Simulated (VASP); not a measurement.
SnO2, 6 atoms in the cell. The typed cell holds 6 atoms: a = 4.910 Å, b = 4.913 Å, c = 3.112 Å, α = 90.00°, β = 90.00°, γ = 90.00°.  This cell differs from its parent crystal: biaxial strain in the a-b plane: +4.0 %, then relaxed in part.

```yaml
Program: VASP 6.6.1
Task: single point
Functional: LDA
Potentials_or_basis: VASP PAW LDA potentials, release 64 (Sn_d, O)
Cutoff: 520 eV
k_mesh: 6 × 6 × 8
Occupations: gaussian, width 0.02 eV
Spin: no spin polarisation
Dipole_correction: no
Further_INCAR_settings: ALGO = Normal; EDIFF = 1e-07; NBANDS = 35
```

Potentials or basis: VASP PAW LDA potentials, release 64 (Sn_d, O).

Command:

```sh
$ cat potpaw_LDA.64/Sn_d/POTCAR potpaw_LDA.64/O/POTCAR > POTCAR
$ mpirun -np 1 vasp_std > vasp.out
```

Hardware: 1 thread of Intel(R) Xeon(R) Platinum 8488C (Sapphire Rapids) (shared host).

Problem. How long does it take, and how much memory?

Solution. It took 90 s on 1 thread of Intel(R) Xeon(R) Platinum 8488C (Sapphire Rapids), with other jobs on the host, peak memory 0.27 GiB. Counts: scf iterations 14, k points 80.
